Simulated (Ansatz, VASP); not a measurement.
Hf2ZrGe3: VASP beside Ansatz

```xyz
6
Lattice="3.8701 0.0000 0.0000 0.0000 3.8701 0.0000 0.0000 0.0000 10.6550" Properties=species:S:1:pos:R:3 pbc="T T T"
Zr    0.0000    0.0000    0.0000
Hf    0.0000    0.0000    5.3275
Hf    1.9351    1.9351    0.0000
Ge    0.0000    0.0000    8.0292
Ge    0.0000    0.0000    2.6258
Ge    1.9351    1.9351    5.3275
```

Alike in both runs: functional PBE; k mesh 4 × 4 × 2; occupations gaussian, width 0.2 eV; no spin polarisation.

Ansatz relaxed the structure, and its values are those at the end. VASP's run is a single point on that final structure, the one shown.

|  | VASP | Ansatz |
| --- | --- | --- |
| version | VASP 6.6.1 | Ansatz 0.2.0 |
| potentials or method | VASP PAW PBE potentials, release 64 (Zr_sv, Hf_pv, Ge_d), cutoff 500 eV | scalar-relativistic, plane waves, PAW |
| valence electrons in the cell | 74 | 106 |

VASP gave:

* gap on the k mesh at the Fermi level (eV): none
* pressure (GPa): -0.1
* rms of the force components (eV/Å): 0.004

Question: Which values does Ansatz return?

Answer: gap on the k mesh at the Fermi level (eV): none; pressure (GPa): 0.1; rms of the force components (eV/Å): 0.001.

A gap of «none» marks a metal or a gap that the smearing closes. VASP's potentials hold 74 valence electrons a cell and Ansatz's 106, so a difference there can come from the potentials and not from the codes.

The k mesh is coarse, so the values compare programs but aren't converged. Neither program's run includes spin-orbit coupling.
